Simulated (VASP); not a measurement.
# Al5Ru3 (a cell with a defect) in VASP: single point with PBE

Aim: the single point of Al5Ru3 (a cell with a defect) with PBE.

All numbers are computed with VASP 6.6.1; they aren't measurements. Logs are shortened: lines on timing, memory, paths and dates and some standing lists are left out, and cuts for length are marked.

### 1 The cell of the first run

The cell holds a defect, 8 atoms: a = 5.203 Å, b = 5.203 Å, c = 5.203 Å, α = 109.47°, β = 109.47°, γ = 109.47°.

### 2 Single point, PBE

Input file INCAR:

```
SYSTEM = Al5Ru3
PREC = Accurate ; ENCUT = 520
EDIFF = 1E-6 ; ISMEAR = 0
SIGMA = 0.1 ; LREAL = .FALSE.
LASPH = .TRUE. ; NELM = 80
ALGO = Normal ; ISIF = 2
LWAVE = .FALSE. ; LCHARG = .FALSE.
GGA = PE ; NBANDS = 38
```

Input file KPOINTS:

```
Automatic mesh
0
Gamma
  6 6 6
  0.5 0.5 0.5
```

Input file POSCAR:

```
Al5Ru3
1.0
   -3.0041768547      3.0041768547      3.0041768547
    3.0041768547     -3.0041768547      3.0041768547
    3.0041768547      3.0041768547     -3.0041768547
Al Ru
5 3
Direct
    0.0000000000      0.0000000000      0.0000000000
    0.5000000000      0.5000000000      0.0000000000
    0.5000000000      0.0000000000      0.5000000000
    0.0000000000      0.5000000000      0.5000000000
    0.5000000000      0.5000000000      0.5000000000
    0.0000000000      0.0000000000      0.5000000000
    0.0000000000      0.5000000000      0.0000000000
    0.5000000000      0.0000000000      0.0000000000
```

Potentials or basis: VASP PAW PBE potentials, release 64 (Al, Ru_pv).

Started as:

```sh
cat potpaw_PBE.64/Al/POTCAR potpaw_PBE.64/Ru_pv/POTCAR > POTCAR
mpirun -np 1 vasp_std > vasp.out
```

OUTCAR:

```text
SYSTEM = Al5Ru3
   PREC = Accurate
   ENCUT = 520
   EDIFF = 1E-6
   ISMEAR = 0
   LREAL = .FALSE.
   LASPH = .TRUE.
   NELM = 80
   ISIF = 2
   GGA = PE

 ion  position               nearest neighbor table
   1  0.000  0.000  0.000-   5 2.60   6 2.60   7 2.60   8 2.60   6 2.60   7 2.60   8 2.60   5 2.60
                             4 3.00   4 3.00   2 3.00   3 3.00   2 3.00   3 3.00
   2  0.500  0.500  0.000-   5 2.60   6 2.60   7 2.60   8 2.60   5 2.60   8 2.60   7 2.60   6 2.60
                             4 3.00   3 3.00   1 3.00   4 3.00   1 3.00   3 3.00
   3  0.500  0.000  0.500-   5 2.60   6 2.60   7 2.60   8 2.60   8 2.60   5 2.60   6 2.60   7 2.60
                             4 3.00   2 3.00   1 3.00   1 3.00   4 3.00   2 3.00
   4  0.000  0.500  0.500-   5 2.60   6 2.60   7 2.60   8 2.60   7 2.60   6 2.60   5 2.60   8 2.60
                             3 3.00   1 3.00   1 3.00   2 3.00   3 3.00   2 3.00
   5  0.500  0.500  0.500-   1 2.60   2 2.60   3 2.60   4 2.60   2 2.60   3 2.60   4 2.60   1 2.60
                             7 3.00   8 3.00   8 3.00   7 3.00   6 3.00   6 3.00
   6  0.000  0.000  0.500-   1 2.60   2 2.60   3 2.60   4 2.60   1 2.60   4 2.60   3 2.60   2 2.60
                             7 3.00   7 3.00   8 3.00   8 3.00   5 3.00   5 3.00
   7  0.000  0.500  0.000-   1 2.60   2 2.60   3 2.60   4 2.60   4 2.60   1 2.60   2 2.60   3 2.60
                             6 3.00   6 3.00   8 3.00   5 3.00   8 3.00   5 3.00
   8  0.500  0.000  0.000-   1 2.60   2 2.60   3 2.60   4 2.60   3 2.60   2 2.60   1 2.60   4 2.60
                             6 3.00   5 3.00   7 3.00   6 3.00   7 3.00   5 3.00

  LATTYP: Found a body centered cubic cell.
 ALAT       =     6.0083537094

  Lattice vectors:

 A1 = (  -3.0041768547,   3.0041768547,   3.0041768547)
 A2 = (   3.0041768547,  -3.0041768547,   3.0041768547)
 A3 = (   3.0041768547,   3.0041768547,  -3.0041768547)

Analysis of symmetry for initial positions (statically):
=====================================================================
 Subroutine PRICEL returns:
 Original cell was already a primitive cell.

 Routine SETGRP: Setting up the symmetry group for a
 body centered cubic supercell.

 Subroutine GETGRP returns: Found 48 space group operations
 (whereof 12 operations were pure point group operations)
 out of a pool of 48 trial point group operations.

The static configuration has the point symmetry D_3d.
 The point group associated with its full space group is O_h .

Analysis of symmetry for dynamics (positions and initial velocities):
=====================================================================
 Subroutine PRICEL returns:
 Original cell was already a primitive cell.

 Routine SETGRP: Setting up the symmetry group for a
 body centered cubic supercell.

 Subroutine GETGRP returns: Found 48 space group operations
[... 116 lines left out ...]
   NELECT =      57.0000    total number of electrons
   NUPDOWN=      -1.0000    fix difference up-down
   EMIN   =  10.00;   EMAX   =-10.00  energy-range for DOS
   EFERMI =   0.00;   METHOD = LEGACY
   ISMEAR =     0;   SIGMA  =   0.10  broadening in eV -4-tet -1-fermi 0-gaus
   EFERMI_NEDOS =   21; number of points for ismear=-14 and -15
   IALGO  =     38    algorithm
   IMIX   =      4    mixing-type and parameters
     AMIX     =   0.40;   BMIX     =  1.00
     AMIX_MAG =   1.60;   BMIX_MAG =  1.00
  volume/ion in A,a.u.               =      13.56        91.48
  Fermi-wavevector in a.u.,A,eV,Ry     =   1.321157  2.496624 23.748353  1.745455
  Thomas-Fermi vector in A             =   2.450931
   LORBIT       =      0    0 simple, 1 ext, 2 COOP (PROOUT), +10 PAW based schemes
   GGA     = PE    functional components
   LHFCALC =     F    Hartree Fock is set to
   AEXX    =    0.0000 exact exchange contribution
   IVDW    =     0    specifies the selected vdW correction
   LEPSILON=     F    determine dielectric tensor
   LRPA    =     F    only Hartree local field effects (RPA)
 non-spin polarized calculation
 Gauss-broadening in eV      SIGMA  =   0.10
  energy-cutoff  :      520.00
  volume of cell :      108.45
 maximum number of plane-waves:      2952
   NGX = 19   NGY = 19   NGZ = 19

 number of electron      56.9999980 magnetization

 Free energy of the ion-electron system (eV)
  ---------------------------------------------------
  ext. energy  EPLUGINS =         0.00000000
  ---------------------------------------------------
  free energy    TOTEN  =       -50.75409733 eV

  energy without entropy =      -50.73943571  energy(sigma->0) =      -50.74676652

 E-fermi :  10.7730     XC(G=0): -12.1040

 val. band max:       10.5840350023   @ k =  -0.4167   0.4167   0.2500
 cond. band min:      10.7792088703   @ k =  -0.2500   0.4167   0.0833
 fundamental gap:      0.1951738680
 Fermi energy:        10.7730270140

 k-point     1 :       0.0833    0.0833    0.0833
  band No.  band energies     occupation
      1     -31.4276      2.00000
      2     -31.4276      2.00000
      3     -31.4267      2.00000
      4     -31.3832      2.00000
      5     -31.3816      2.00000
      6     -31.3816      2.00000
[... 563 lines left out ...]
     37      15.7638      0.00000
     38      17.8786      0.00000

------------------------ aborting loop because EDIFF is reached ----------------------------------------

  FORCE on cell =-STRESS in cart. coord.  units (eV):
  Direction    XX          YY          ZZ          XY          YZ          ZX
  --------------------------------------------------------------------------------------
  -------------------------------------------------------------------------------------
  Total        2.6613605      2.6613605      2.6613605      0.0000000      0.0000000      0.0000000
  in kB       39.3167679     39.3167679     39.3167679      0.0000000      0.0000000      0.0000000
  external PRESSURE =      39.3167679 kB  Pullay stress =       0.0000000 kB

 VOLUME and BASIS-vectors are now :
 -----------------------------------------------------------------------------
  energy-cutoff  :      520.00
  volume of cell :      108.45
      direct lattice vectors                 reciprocal lattice vectors
    -3.004176855  3.004176855  3.004176855     0.000000000  0.166434942  0.166434942
     3.004176855 -3.004176855  3.004176855     0.166434942  0.000000000  0.166434942
     3.004176855  3.004176855 -3.004176855     0.166434942  0.166434942  0.000000000

 POSITION                                       TOTAL-FORCE (eV/Angst)
 -----------------------------------------------------------------------------------
      0.00000      0.00000      0.00000        -0.000000     -0.000000      0.000000
      0.00000      0.00000      3.00418         0.000000     -0.000000      0.000000
      0.00000      3.00418      0.00000        -0.000000     -0.000000      0.000000
      3.00418      0.00000      0.00000         0.000000     -0.000000     -0.000000
      1.50209      1.50209      1.50209         0.000000     -0.000000     -0.000000
      1.50209      1.50209     -1.50209         0.000000      0.000000     -0.000000
      1.50209     -1.50209      1.50209        -0.000000      0.000000     -0.000000
     -1.50209      1.50209      1.50209        -0.000000     -0.000000      0.000000
 -----------------------------------------------------------------------------------
    total drift:                                0.000000     -0.000000      0.000000

  FREE ENERGIE OF THE ION-ELECTRON SYSTEM (eV)
  ---------------------------------------------------
  free  energy   TOTEN  =       -50.7540973337 eV

  energy  without entropy=      -50.7394357101  energy(sigma->0) =      -50.74676652
```

OSZICAR:

```text
N       E                     dE             d eps       ncg     rms          rms(c)
DAV:   1     0.484140880370E+03    0.48414E+03   -0.30177E+04  1168   0.142E+03
DAV:   2    -0.315093436123E+02   -0.51565E+03   -0.49816E+03  1130   0.396E+02
DAV:   3    -0.521976704418E+02   -0.20688E+02   -0.20155E+02  1304   0.735E+01
DAV:   4    -0.525507033178E+02   -0.35303E+00   -0.35236E+00  1226   0.905E+00
DAV:   5    -0.525575773607E+02   -0.68740E-02   -0.68736E-02  1414   0.134E+00    0.208E+01
DAV:   6    -0.513058115492E+02    0.12518E+01   -0.12284E+01  1178   0.212E+01    0.500E+00
DAV:   7    -0.508498211206E+02    0.45599E+00   -0.22863E+00  1166   0.928E+00    0.476E+00
DAV:   8    -0.507585648695E+02    0.91256E-01   -0.19276E-01  1214   0.287E+00    0.729E-01
DAV:   9    -0.507545360200E+02    0.40288E-02   -0.12593E-02  1204   0.572E-01    0.338E-01
DAV:  10    -0.507541095684E+02    0.42645E-03   -0.20675E-03  1220   0.291E-01    0.166E-01
DAV:  11    -0.507541011495E+02    0.84189E-05   -0.97399E-05  1278   0.638E-02    0.285E-02
DAV:  12    -0.507540995119E+02    0.16376E-05   -0.20466E-05  1120   0.226E-02    0.105E-02
DAV:  13    -0.507540975615E+02    0.19504E-05   -0.24589E-06   986   0.103E-02    0.260E-03
DAV:  14    -0.507540973337E+02    0.22783E-06   -0.23898E-07   718   0.270E-03
   1 F= -.50754097E+02 E0= -.50746767E+02  d E =-.146616E-01
```

stdout:

```text
POSCAR found type information on POSCAR AlRu
 POSCAR found :  2 types and       8 ions
 scaLAPACK will be used
 LDA part: xc-table for (Slater+PW92), standard interpolation
 POSCAR, INCAR and KPOINTS ok, starting setup
 FFT: planning ... GRIDC
 FFT: planning ... GRID_SOFT
 FFT: planning ... GRID
 WAVECAR not read
 entering main loop
```

Wall time 42 s (1 thread of Intel Xeon 6975P-C (Granite Rapids), shared host); peak memory 0.24 GiB.

What came out:

```yaml
Free_energy: -50.7541 eV
Pressure: 3.9 GPa
```
